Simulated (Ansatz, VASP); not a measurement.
ZnO: VASP beside Ansatz

```
Zn O
1.0
     3.24940    0.00000    0.00000
    -1.62470    2.81406    0.00000
     0.00000    0.00000    5.20380
Zn O
2 2
Cartesian
  0.0000 1.8760 0.0000
  1.6247 0.9380 2.6019
  0.0000 1.8760 1.9931
  1.6247 0.9380 4.5950
```

Alike in both runs: task single point; functional PBE; k mesh 7 × 7 × 4; occupations fermi-dirac, width 0.003 eV; no spin polarisation.

```csv
,VASP,Ansatz
version,VASP 6.6.1,Ansatz 0.2.0
potentials or method,"VASP PAW PBE potentials, release 64 (Zn, O_h), cutoff 1340 eV","PAW, plane waves, scalar-relativistic"
valence electrons in the cell,36,36
```

VASP gave:

```
pressure (GPa)                                                : 5.8
traceless stress, the component that is largest in VASP (GPa) : -0.13
rms of the force components (eV/Å)                            : 0.036
```

What did Ansatz give for the same quantities?

Pressure (GPa): 4.9; traceless stress, the component that is largest in VASP (GPa): -0.08; rms of the force components (eV/Å): 0.034.

Atom by atom the forces differ by 0.002 eV/Å (rms over components).
